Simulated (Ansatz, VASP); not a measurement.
**BN: VASP beside Ansatz**

The input INCAR:

```
SYSTEM = BN
PREC = Accurate
ENCUT = 600
EDIFF = 1E-6
ISMEAR = -1
SIGMA = 0.01
LREAL = .FALSE.
LASPH = .TRUE.
NELM = 120
ALGO = Normal
ISIF = 2
LWAVE = .FALSE.
LCHARG = .TRUE.
GGA = PE
LELF = .TRUE.
LVHAR = .TRUE.
NBANDS = 26
GGA_COMPAT = .FALSE.
```

The input KPOINTS:

```
regular mesh
0
G
  3 3 3
  0 0 0
```

The input POSCAR:

```
BN
1.0
    3.6241103833      0.0000000000      0.0000000000
    0.0000000000      0.0000000000     -3.6241103833
    0.0000000000      3.6241103833      0.0000000000
B N
4 4
Direct
    0.0000000000      0.0000000000      0.0000000000
    0.0000000000      0.5000000000      0.5000000000
    0.5000000000      0.0000000000      0.5000000000
    0.5000000000      0.5000000000      0.0000000000
    0.2500000000      0.2500000000      0.7500000000
    0.2500000000      0.7500000000      0.2500000000
    0.7500000000      0.2500000000      0.2500000000
    0.7500000000      0.7500000000      0.7500000000
```

Input for Ansatz:

```yaml
crystal:
  lattice:
    - [3.624110383333, 0.0, 0.0]
    - [0.0, 0.0, -3.624110383333]
    - [0.0, 3.624110383333, 0.0]
  atoms:
    - { symbol: B, position: [0.0, 0.0, 0.0] }
    - { symbol: B, position: [0.0, 0.5, 0.5] }
    - { symbol: B, position: [0.5, 0.0, 0.5] }
    - { symbol: B, position: [0.5, 0.5, 0.0] }
    - { symbol: "N", position: [0.25, 0.25, 0.75] }
    - { symbol: "N", position: [0.25, 0.75, 0.25] }
    - { symbol: "N", position: [0.75, 0.25, 0.25] }
    - { symbol: "N", position: [0.75, 0.75, 0.75] }
basis:
  ecutwfc: 420.0
  ecutrho_ratio: 4
  xc_grid: 2
  fft_grid_basis: typed
  precision: f64
kpoints:
  mp_grid: { grid: [3, 3, 3] }
hamiltonian:
  pseudopotentials: { kind: paw, azcp: { folder: soft_1 } }
scf:
  max_iter: 80
  self_checks: high
  occupations: { method: fermi_dirac, width: 0.01 }
output:
  forces: true
checkpoint:
  write: "../host.s0.run"
  compress: false
  write_wavefunctions: true
  write_every: 100000
```

Alike in both runs: task single point; functional PBE; k mesh 3 × 3 × 3; occupations fermi-dirac, width 0.01 eV; no spin polarisation.

```csv
,VASP,Ansatz
version,VASP 6.6.1,Ansatz 0.2.0
potentials or method,"VASP PAW PBE potentials, release 64 (B, N), cutoff 600 eV",plane-wave PAW DFT
valence electrons in the cell,32,32
```

```tsv
	VASP	Ansatz	Ansatz less VASP
gap on the k mesh at the Fermi level (eV)	4.45	4.46	+0.007
```

The k mesh is coarse, so the values compare programs but aren't converged.
